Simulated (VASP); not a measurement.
Wanted: the native input for a VASP 6.6.1 run.

```yaml
Task: single point
Functional: PBE
Potentials_or_basis: VASP PAW PBE potentials, release 64 (Cu)
Cutoff: 400 eV
k_mesh: 15 × 15 × 8
Occupations: methfessel-paxton, width 0.1 eV
Spin: no spin polarisation
Tolerance_level: tight
Purpose: restart
Start: from scratch
Further_INCAR_settings: ALGO = Normal; EDIFF = 1e-06
```

The structure of Cu lies in POSCAR:

```
Cu
1.0
    2.5340966698      0.0000000000      0.0000000000
   -1.2670483349      2.1945920917      0.0000000000
    0.0000000000      0.0000000000      4.1125710000
Cu
2
Direct
    0.6666666667      0.3333333333      0.7500000000
    0.3333333333      0.6666666667      0.2500000000
```

This isn't the form of Cu at room conditions, which is fcc.

These files were run (other wordings do the same):

INCAR

```
SYSTEM = Cu
GGA = PE ; ISMEAR = 1
SIGMA = 0.1 ; LWAVE = .False.
LCHARG = .False. ; ISIF = 2
PREC = Accurate ; LASPH = .True.
LREAL = .False. ; ALGO = Normal
EDIFF = 1E-6 ; NELM = 120
GGA_COMPAT = .False. ; ENCUT = 400
```

KPOINTS

```
k-points
0
Gamma
  15 15 8
```

Potentials or basis: VASP PAW PBE potentials, release 64 (Cu).

Run with:

```sh
$ cat potpaw_PBE.64/Cu/POTCAR > POTCAR
$ mpirun -np 1 vasp_std > vasp.out
```

It gave:

The pressure is 7.0 GPa and the band gap on the k mesh is zero (bands 11 and 12 overlap by 6.09 eV).

Caveat: the cell stands under pressure.

Run time: 24 s on 1 thread of Intel(R) Xeon(R) Platinum 8259CL CPU @ 2.50GHz (Skylake/Cascade Lake), with other jobs on the host, peak memory 0.14 GiB.
